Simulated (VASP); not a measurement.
SiO2, 6 atoms in the cell. Symmetry: P4_2nm, No. 102, tetragonal system. The conventional cell has a = 4.185 Å, b = 4.185 Å, c = 2.669 Å, α = 90.00°, β = 90.00°, γ = 90.00°. Si (site symmetry 2mm) has 6 O at 1.56 to 1.98 Å within 2.1 Å. O (site symmetry m) has 3 Si at 1.56 to 1.98 Å within 2.1 Å.  This cell differs from its parent crystal: mode 13 (655.2 1/cm) frozen in, largest displacement +0.150 Å.

* Program: VASP 6.6.1
* Task: single point
* Functional: r2SCAN
* Potentials or basis: VASP PAW PBE potentials, release 64 (Si, O)
* Cutoff: 520 eV
* k mesh: 6 × 6 × 8
* Occupations: gaussian, width 0.05 eV
* Spin: no spin polarisation
* Dipole correction: no
* Further INCAR settings: ALGO = Normal; EDIFF = 1e-07; NBANDS = 25

Potentials or basis: VASP PAW PBE potentials, release 64 (Si, O).

The run is started by

```bash
$ cat potpaw_PBE.64/Si/POTCAR potpaw_PBE.64/O/POTCAR > POTCAR
$ cp INCAR.step1 INCAR
$ mpirun -np 1 vasp_std > vasp.out
$ cp INCAR.step2 INCAR
$ mpirun -np 1 vasp_std > vasp.out
```

Hardware: 1 thread of Intel(R) Xeon(R) Platinum 8488C (Sapphire Rapids), on a shared host.

**Question.** How long does it take, and how much memory?

**Answer.** Wall time 79 s on 1 thread of Intel(R) Xeon(R) Platinum 8488C (Sapphire Rapids), on a shared host, peak memory 0.18 GiB. Counts: k points 50.
